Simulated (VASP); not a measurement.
TeP2:

```
Te P
1.0
     4.95423    0.00000    0.00000
    -2.47712    4.29049    0.00000
     0.00000    0.00000    2.86095
Te P
1 2
Direct
  0.00000 0.00000 0.00000
  0.33333 0.66667 0.00000
  0.66667 0.33333 0.00000
```

* Program: VASP 6.6.1
* Task: relaxation of cell and atoms
* Functional: PBE
* Potentials or basis: VASP PAW PBE potentials, release 64 (Te, P)
* Cutoff: 600 eV
* k mesh: 6 × 6 × 6
* Occupations: gaussian, width 0.1 eV
* Spin: no spin polarisation

At the start: pressure 2.2 GPa; volume 20.27 Å³/atom.

How do energy, volume and symmetry change on relaxing?

Over 5 steps the energy falls by 4.6 meV/atom and the volume is 20.84 Å³/atom (+2.8 %); space group P6/mmm (No. 191, to 0.05 Å).

The path:
```csv
step,energy change (eV),largest force (eV/Å),pressure (GPa),volume (Å³)
1,0.0000,0.0000,2.16,60.81
2,-0.0101,0.0000,-0.84,63.25
3,-0.0118,0.0000,-0.04,62.56
4,-0.0125,0.0000,-0.05,62.55
5,-0.0137,0.0000,-0.04,62.53
```

Final structure:
```cif
data_structure
_symmetry_space_group_name_H-M 'P 1'
_symmetry_Int_Tables_number 1
_cell_length_a 5.0297
_cell_length_b 5.0297
_cell_length_c 2.8543
_cell_angle_alpha 90.000
_cell_angle_beta 90.000
_cell_angle_gamma 120.000
_cell_volume 62.53
loop_
_atom_site_label
_atom_site_type_symbol
_atom_site_fract_x
_atom_site_fract_y
_atom_site_fract_z
_atom_site_occupancy
Te1 Te 0.00000 0.00000 0.00000 1
P1 P 0.33333 0.66667 0.00000 1
P2 P 0.66667 0.33333 0.00000 1
```

Caveat: the k points lie up to 0.37 Å⁻¹ apart in the final cell.
